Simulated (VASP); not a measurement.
# CaO (Fm-3m) in VASP: notebook

Runs on CaO. Level: PBEsol. Tasks: single point, relaxation of cell and atoms.

Program: VASP 6.6.1. These are calculated values, not measurements. Logs are shortened: lines on timing, memory, paths and dates and some standing lists are left out, and cuts for length are marked.

## 1. The cell of the first run

Symmetry: Fm-3m, No. 225, cubic system. Conventional cell: a = 4.716 Å, b = 4.716 Å, c = 4.716 Å, α = 90.00°, β = 90.00°, γ = 90.00°. Ca (site symmetry m-3m) has 6 O at 2.36 Å within 3.1 Å. Within 3.1 Å of O (site symmetry m-3m) lie 6 Ca at 2.36 Å.

## 2. Single point, PBEsol

Input file INCAR:

```
SYSTEM = CaO
PREC = Accurate
ENCUT = 520
EDIFF = 1E-6
ISMEAR = 0
SIGMA = 0.01
LREAL = .FALSE.
LASPH = .TRUE.
NELM = 80
ALGO = Normal
ISIF = 2
LWAVE = .FALSE.
LCHARG = .FALSE.
GGA = PS
NBANDS = 15
```

Input file KPOINTS:

```
Automatic mesh
0
G
  8 8 8
  0 0 0
```

Input file POSCAR:

```
CaO
1.0
    0.0000000000      2.3580842059      2.3580842059
    2.3580842059      0.0000000000      2.3580842059
    2.3580842059      2.3580842059      0.0000000000
Ca O
1 1
Direct
    0.0000000000      0.0000000000      0.0000000000
    0.5000000000      0.5000000000      0.5000000000
```

Potentials or basis: VASP PAW PBE potentials, release 64 (Ca_sv, O).

Launch:

```sh
$ cat potpaw_PBE.64/Ca_sv/POTCAR potpaw_PBE.64/O/POTCAR > POTCAR
$ mpirun -np 1 vasp_std > vasp.out
```

OUTCAR:

```text
SYSTEM = CaO
   PREC = Accurate
   ENCUT = 520
   EDIFF = 1E-6
   ISMEAR = 0
   LREAL = .FALSE.
   LASPH = .TRUE.
   NELM = 80
   ISIF = 2
   GGA = PS

 ion  position               nearest neighbor table
   1  0.000  0.000  0.000-   2 2.36   2 2.36   2 2.36   2 2.36   2 2.36   2 2.36
   2  0.500  0.500  0.500-   1 2.36   1 2.36   1 2.36   1 2.36   1 2.36   1 2.36

  LATTYP: Found a face centered cubic cell.
 ALAT       =     4.7161684118

  Lattice vectors:

 A1 = (   0.0000000000,   2.3580842059,   2.3580842059)
 A2 = (   2.3580842059,   0.0000000000,   2.3580842059)
 A3 = (   2.3580842059,   2.3580842059,   0.0000000000)

Analysis of symmetry for initial positions (statically):
=====================================================================
 Subroutine PRICEL returns:
 Original cell was already a primitive cell.

 Routine SETGRP: Setting up the symmetry group for a
 face centered cubic supercell.

 Subroutine GETGRP returns: Found 48 space group operations
 (whereof 48 operations were pure point group operations)
 out of a pool of 48 trial point group operations.

The static configuration has the point symmetry O_h .

Analysis of symmetry for dynamics (positions and initial velocities):
=====================================================================
 Subroutine PRICEL returns:
 Original cell was already a primitive cell.

 Routine SETGRP: Setting up the symmetry group for a
 face centered cubic supercell.

 Subroutine GETGRP returns: Found 48 space group operations
 (whereof 48 operations were pure point group operations)
 out of a pool of 48 trial point group operations.

The dynamic configuration has the point symmetry O_h .

 Subroutine INISYM returns: Found 48 space group operations
 (whereof 48 operations are pure point group operations),
 and found     1 'primitive' translations

----------------------------------------------------------------------------------------

                                     Primitive cell

  volume of cell :      26.2245

  direct lattice vectors                    reciprocal lattice vectors
     0.000000000  2.358084206  2.358084206    -0.212036533  0.212036533  0.212036533
     2.358084206  0.000000000  2.358084206     0.212036533 -0.212036533  0.212036533
     2.358084206  2.358084206  0.000000000     0.212036533  0.212036533 -0.212036533

  length of vectors
     3.334834665  3.334834665  3.334834665     0.367258049  0.367258049  0.367258049

  position of ions in fractional coordinates (direct lattice)
     0.000000000  0.000000000  0.000000000
     0.500000000  0.500000000  0.500000000

  ion indices of the primitive-cell ions
   primitive index   ion index
                 1           1
                 2           2

----------------------------------------------------------------------------------------

 KPOINTS: Automatic mesh

Automatic generation of k-mesh.
 Grid dimensions read from file:
 generate k-points for:    8    8    8

 Generating k-lattice:

  Cartesian coordinates                     Fractional coordinates (reciprocal lattice)
    -0.026504567  0.026504567  0.026504567     0.125000000  0.000000000  0.000000000
     0.026504567 -0.026504567  0.026504567     0.000000000  0.125000000  0.000000000
     0.026504567  0.026504567 -0.026504567     0.000000000  0.000000000  0.125000000

  Length of vectors
     0.045907256  0.045907256  0.045907256

  Shift w.r.t. Gamma in fractional coordinates (k-lattice)
     0.000000000  0.000000000  0.000000000

 Subroutine IBZKPT returns following result:
 ===========================================

 Found     29 irreducible k-points:

 Following reciprocal coordinates:
            Coordinates               Weight
  0.000000  0.000000  0.000000      1.000000
  0.125000  0.000000  0.000000      8.000000
  0.250000  0.000000  0.000000      8.000000
  0.375000  0.000000  0.000000      8.000000
  0.500000  0.000000  0.000000      4.000000
  0.125000  0.125000  0.000000      6.000000
[... 16 lines left out ...]
  0.500000  0.250000  0.125000     48.000000
 -0.375000  0.250000  0.125000     24.000000
 [... further k-points ...]
   k-points           NKPTS =     29   k-points in BZ     NKDIM =     29   number of bands    NBANDS=     15
   number of dos      NEDOS =    301   number of ions     NIONS =      2
   total plane-waves  NPLWV =  21952
   dimension x,y,z NGX =    28 NGY =   28 NGZ =   28
   dimension x,y,z NGXF=    56 NGYF=   56 NGZF=   56
   ions per type =               1   1
   NGX,Y,Z   is equivalent  to a cutoff of  13.96, 13.96, 13.96 a.u.
   NGXF,Y,Z  is equivalent  to a cutoff of  27.92, 27.92, 27.92 a.u.
 SYSTEM =  CaO
   PREC   = accura    normal or accurate (medium, high low for compatibility)
   ISTART =      0    job   : 0-new  1-cont  2-samecut
   ICHARG =      2    charge: 1-file 2-atom 10-const
   ISPIN  =      1    spin polarized calculation?
   LNONCOLLINEAR =      F non collinear calculations
   LSORBIT =      F    spin-orbit coupling
   LASPH  =      T    aspherical Exc in radial PAW
   ENCUT  =  520.0 eV  38.22 Ry    6.18 a.u.   6.20  6.20  6.20*2*pi/ulx,y,z
   NELM   =     80;   NELMIN=  2; NELMDL= -5     # of ELM steps
   EDIFF  = 0.1E-05   stopping-criterion for ELM
   LREAL  =      F    real-space projection
   EDIFFG = 0.1E-04   stopping-criterion for IOM
   NSW    =      0    number of steps for IOM
   IBRION =     -1    ionic relax: 0-MD 1-quasi-New 2-CG
   NFREE  =      0    steps in history (QN), initial steepest desc. (CG)
   ISIF   =      2    stress and relaxation
   ISYM   =      2    0-nonsym 1-usesym 2-fastsym
   POTIM  = 0.5000    time-step for ionic-motion
   TEBEG  =    0.0;   TEEND  =   0.0 temperature during run
   PSTRESS=    0.0 pullay stress
   NELECT =      16.0000    total number of electrons
   NUPDOWN=      -1.0000    fix difference up-down
   EMIN   =  10.00;   EMAX   =-10.00  energy-range for DOS
   EFERMI =   0.00;   METHOD = LEGACY
   ISMEAR =     0;   SIGMA  =   0.01  broadening in eV -4-tet -1-fermi 0-gaus
   EFERMI_NEDOS =   21; number of points for ismear=-14 and -15
   IALGO  =     38    algorithm
   IMIX   =      4    mixing-type and parameters
     AMIX     =   0.40;   BMIX     =  1.00
     AMIX_MAG =   1.60;   BMIX_MAG =  1.00
  volume/ion in A,a.u.               =      13.11        88.49
  Fermi-wavevector in a.u.,A,eV,Ry     =   1.388499  2.623882 26.231066  1.927929
  Thomas-Fermi vector in A             =   2.512619
   LORBIT       =      0    0 simple, 1 ext, 2 COOP (PROOUT), +10 PAW based schemes
   GGA     = PS    functional components
   LHFCALC =     F    Hartree Fock is set to
   AEXX    =    0.0000 exact exchange contribution
   IVDW    =     0    specifies the selected vdW correction
   LEPSILON=     F    determine dielectric tensor
   LRPA    =     F    only Hartree local field effects (RPA)
 non-spin polarized calculation
 Gauss-broadening in eV      SIGMA  =   0.01
  energy-cutoff  :      520.00
  volume of cell :       26.22
 maximum number of plane-waves:       725
 NGX is ok and might be reduce to    28
   NGX = 13   NGY = 13   NGZ = 13

 number of electron      15.9999998 magnetization

 Free energy of the ion-electron system (eV)
  ---------------------------------------------------
  ext. energy  EPLUGINS =         0.00000000
  ---------------------------------------------------
  free energy    TOTEN  =       -13.39553341 eV

  energy without entropy =      -13.39553341  energy(sigma->0) =      -13.39553341

 E-fermi :   2.6244     XC(G=0): -11.0219

 val. band max:        2.5280655807   @ k =   0.0000   0.0000   0.0000
 cond. band min:       6.0278204075   @ k =   0.5000   0.5000   0.0000
 fundamental gap:      3.4997548268
 Fermi energy:         2.6244196609

 k-point     1 :       0.0000    0.0000    0.0000
  band No.  band energies     occupation
      1     -34.6366      2.00000
      2     -15.4302      2.00000
      3     -15.4302      2.00000
      4     -15.4302      2.00000
      5     -13.0283      2.00000
      6       2.5281      2.00000
      7       2.5281      2.00000
      8       2.5281      2.00000
      9       7.5622      0.00000
     10       8.8484      0.00000
     11       8.8484      0.00000
     12       8.8484      0.00000
     13      10.4890      0.00000
     14      10.4890      0.00000
     15      17.7036      0.00000

 k-point     2 :       0.1250    0.0000    0.0000
  band No.  band energies     occupation
      1     -34.6167      2.00000
      2     -15.7280      2.00000
      3     -15.4396      2.00000
      4     -15.4396      2.00000
      5     -12.7229      2.00000
      6       1.9594      2.00000
      7       2.2905      2.00000
      8       2.2905      2.00000
      9       8.2627      0.00000
     10       8.8077      0.00000
     11       9.1378      0.00000
     12       9.1378      0.00000
     13      10.8999      0.00000
     14      10.8999      0.00000
     15      18.3847      0.00000

 k-point     3 :       0.2500    0.0000    0.0000
  band No.  band energies     occupation
      1     -34.5681      2.00000
      2     -16.2771      2.00000
      3     -15.4622      2.00000
      4     -15.4622      2.00000
      5     -12.1542      2.00000
      6       0.8871      2.00000
      7       1.7866      2.00000
      8       1.7866      2.00000
      9       8.8875      0.00000
     10       9.7598      0.00000
     11       9.8999      0.00000
     12       9.8999      0.00000
     13      11.8831      0.00000
     14      11.8831      0.00000
     15      18.9608      0.00000
[... 343 lines left out ...]
 k-point    23 :       0.5000    0.2500    0.1250
  band No.  band energies     occupation
      1     -34.4938      2.00000
      2     -16.5098      2.00000
      3     -15.7110      2.00000
      4     -15.5540      2.00000
      5     -11.9477      2.00000
      6       0.3969      2.00000
      7       1.3549      2.00000
      8       1.6345      2.00000
      9       8.4768      0.00000
     10      10.2993      0.00000
     11      11.3189      0.00000
     12      11.4847      0.00000
     13      12.9272      0.00000
     14      14.1427      0.00000
     15      17.9349      0.00000

 k-point    24 :      -0.3750    0.2500    0.1250
  band No.  band energies     occupation
      1     -34.4776      2.00000
      2     -16.5852      2.00000
      3     -15.7297      2.00000
      4     -15.5865      2.00000
      5     -11.8857      2.00000
      6       0.3434      2.00000
      7       1.3262      2.00000
      8       1.3736      2.00000
      9       9.4514      0.00000
     10       9.5165      0.00000
     11      11.6455      0.00000
     12      11.9111      0.00000
     13      13.2458      0.00000
     14      14.9514      0.00000
     15      17.0353      0.00000

 [... further k-points ...]
[... 5 lines left out ...]
  --------------------------------------------------------------------------------------
  -------------------------------------------------------------------------------------
  Total        0.7699034      0.7699034      0.7699034      0.0000000      0.0000000     -0.0000000
  in kB       47.0369204     47.0369204     47.0369204      0.0000000      0.0000000     -0.0000000
  external PRESSURE =      47.0369204 kB  Pullay stress =       0.0000000 kB

 VOLUME and BASIS-vectors are now :
 -----------------------------------------------------------------------------
  energy-cutoff  :      520.00
  volume of cell :       26.22
      direct lattice vectors                 reciprocal lattice vectors
     0.000000000  2.358084206  2.358084206    -0.212036533  0.212036533  0.212036533
     2.358084206  0.000000000  2.358084206     0.212036533 -0.212036533  0.212036533
     2.358084206  2.358084206  0.000000000     0.212036533  0.212036533 -0.212036533

 POSITION                                       TOTAL-FORCE (eV/Angst)
 -----------------------------------------------------------------------------------
      0.00000      0.00000      0.00000        -0.000000     -0.000000     -0.000000
      2.35808      2.35808      2.35808         0.000000      0.000000      0.000000
 -----------------------------------------------------------------------------------
    total drift:                                0.000000      0.000000      0.000000

  FREE ENERGIE OF THE ION-ELECTRON SYSTEM (eV)
  ---------------------------------------------------
  free  energy   TOTEN  =       -13.3955334077 eV

  energy  without entropy=      -13.3955334077  energy(sigma->0) =      -13.39553341
```

Wall time 23 s (1 thread of AMD EPYC 7R43 (Zen 3), shared host); peak memory 0.12 GiB.

What came out:

```
Free energy            : -13.3955 eV
Pressure               : 4.7 GPa
Band gap on the k mesh : 3.50 eV, indirect (least direct gap 3.86 eV)
```

Caveat: the PAW data sets were made with another functional, which shifts forces and pressure a little.

## 3. Relaxation of cell and atoms, PBEsol, target pressure 4 GPa, at which the enthalpy is minimised

This run uses another cell than the first one, of 13.54 Å³/atom, 1.033 times its volume.

Input file INCAR:

```
PREC = Accurate
ENCUT = 600
EDIFF = 1E-6
ISMEAR = 0
SIGMA = 0.01
LREAL = F
LASPH = T
NELM = 100
ALGO = Normal
ISIF = 3
LWAVE = F
LCHARG = F
GGA = PS
IBRION = 2
NSW = 80
EDIFFG = -0.001
PSTRESS = 40.0
```

Input file KPOINTS:

```
Automatic mesh
0
Gamma
  8 8 8
```

Input file POSCAR:

```
CaO
1.0
    0.0000000000      2.3835223083      2.3835223083
    2.3835223083      0.0000000000      2.3835223083
    2.3835223083      2.3835223083      0.0000000000
Ca O
1 1
Direct
    0.0000000000      0.0000000000      0.0000000000
    0.5000000000      0.5000000000      0.5000000000
```

Potentials or basis: VASP PAW PBE potentials, release 64 (Ca_sv, O).

Launch:

```sh
$ cat potpaw_PBE.64/Ca_sv/POTCAR potpaw_PBE.64/O/POTCAR > POTCAR
$ mpirun -np 1 vasp_std > vasp.out
```

Run time: 40 s. Hardware: 1 thread of AMD EPYC 7R43 (Zen 3), shared host; peak memory 0.14 GiB.

Results (log left out):

```
Free energy                                            : -13.4030 eV
Relaxed volume                                         : 13.18 Å³/atom
Relaxed cell                                           : a = 3.340 Å, b = 3.340 Å, c = 3.340 Å, α = 60.00°, β = 60.00°, γ = 60.00°
Space group after relaxing (to 0.05 Å)                 : Fm-3m (No. 225)
Energy change on relaxing (the enthalpy is what falls) : +5.1 meV/atom
Ionic steps                                            : 3
Pressure after relaxing                                : 4.0 GPa
Band gap on the k mesh                                 : 3.51 eV, indirect (least direct gap 3.87 eV)
```

The path:
```csv
step,energy change (eV),largest force (eV/Å),pressure (GPa),volume (Å³)
1,0.0000,0.0000,0.58,27.08
2,0.0223,0.0000,6.02,25.96
3,0.0103,0.0000,4.00,26.35
```

Final structure:
```
CELL_PARAMETERS angstrom
0.00000 2.36186 2.36186
2.36186 0.00000 2.36186
2.36186 2.36186 0.00000
ATOMIC_POSITIONS crystal
Ca 0.00000 0.00000 0.00000
O 0.50000 0.50000 0.50000
```

Levels at points of the mesh, in eV from the valence-band top:
```
           k point  band 4  band 5  band 6  band 7  band 8  band 9  band 10  band 11  band 12
(0.00, 0.00, 0.00)  -17.98  -15.55    0.00    0.00    0.00    4.99     6.31     6.31     6.31
(0.50, 0.00, 0.00)  -18.04  -14.07   -2.82   -1.33   -1.33    7.26     8.66     8.66     8.73
(0.50, 0.50, 0.00)  -18.26  -15.31   -1.29   -0.36   -0.36    3.51     8.44     9.22     9.95
```

Caveat: the cell is relaxed towards a set pressure, so the enthalpy falls and the energy may rise; the PAW data sets were made with another functional, which shifts forces and pressure a little.
